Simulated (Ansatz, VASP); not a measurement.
One calculation of AlNi, two programs

```xyz
2
Lattice="2.7816 0.0000 0.0000 0.0000 2.7816 0.0000 0.0000 0.0000 2.7816" Properties=species:S:1:pos:R:3 pbc="T T T"
Al    0.0000    0.0000    0.0000
Ni    1.3908    1.3908    1.3908
```

Alike in both runs: task single point; functional PBE; k mesh 12 × 12 × 12; occupations gaussian, width 0.05 eV; collinear spin.

|  | VASP | Ansatz |
| --- | --- | --- |
| version | VASP 6.6.1 | Ansatz 0.2.0 |
| potentials or method | VASP PAW PBE potentials, release 64 (Al, Ni), cutoff 520 eV | scalar-relativistic, plane waves, PAW |
| valence electrons in the cell | 13 | 21 |

Ansatz gave:

```
gap on the k mesh at the Fermi level (eV) : none
pressure (GPa)                            : 24.3
net moment per atom (μB)                  : 0.00
```

Q: Estimate VASP's values.

A: gap on the k mesh at the Fermi level (eV): none; pressure (GPa): 24.2; net moment per atom (μB): 0.00.

A gap of «none» marks a metal or a gap that the smearing closes. With one functional, cell and mesh, what is left measures potentials, basis and numerics. VASP's potentials hold 13 valence electrons a cell and Ansatz's 21, so a difference there can come from the potentials and not from the codes. Ansatz's warnings: no starting moments, stability check not made.
